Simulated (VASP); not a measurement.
## Te: single point with PBE

Crystal: Te.

```
CELL_PARAMETERS angstrom
3.18850 -4.50236 0.00000
3.18850 4.50236 0.00000
0.00000 0.00000 4.56733
ATOMIC_POSITIONS crystal
Te 0.62500 0.37500 0.75004
Te 0.12500 0.87500 0.74996
Te 0.37500 0.62500 0.24996
Te 0.87500 0.12500 0.25004
```

```json
{
  "Program": "VASP 6.6.1",
  "Task": "single point",
  "Functional": "PBE",
  "Potentials or basis": "VASP PAW PBE potentials, release 64 (Te)",
  "Cutoff": "500 eV",
  "k mesh": "10 × 10 × 8",
  "Occupations": "gaussian, width 0.1 eV",
  "Spin": "no spin polarisation",
  "Dipole correction": "no",
  "Further INCAR settings": "ALGO = Normal; EDIFF = 1e-06; NBANDS = 20"
}
```

```
Pressure               : 0.0 GPa
Band gap on the k mesh : zero (bands 12 and 13 overlap by 2.77 eV)
```

Levels at points of the mesh, in eV from the Fermi level:
| k point | band 10 | band 11 | band 12 | band 13 | band 14 | band 15 |
| --- | --- | --- | --- | --- | --- | --- |
| (0.00, 0.00, 0.00) | -1.10 | -0.77 | -0.77 | 1.10 | 1.16 | 1.25 |
| (0.50, 0.00, 0.00) | -2.73 | -0.62 | -0.62 | 0.18 | 0.18 | 0.24 |
| (0.50, 0.50, 0.00) | -2.57 | -2.46 | -2.46 | 2.43 | 2.43 | 2.48 |
| (0.00, 0.00, 0.50) | -2.49 | -2.37 | -2.37 | 2.18 | 2.18 | 2.42 |
| (0.50, 0.00, 0.50) | -1.68 | -1.67 | -1.67 | 1.30 | 1.30 | 1.30 |
| (0.50, 0.50, 0.50) | -1.02 | -0.68 | -0.68 | 2.46 | 2.46 | 2.59 |

Run time: 4.4 min on 1 thread of AMD EPYC 7R13, on a shared host, peak memory 0.39 GiB.

Caveat: spin-orbit coupling is left out, which moves the levels of the heavy elements.
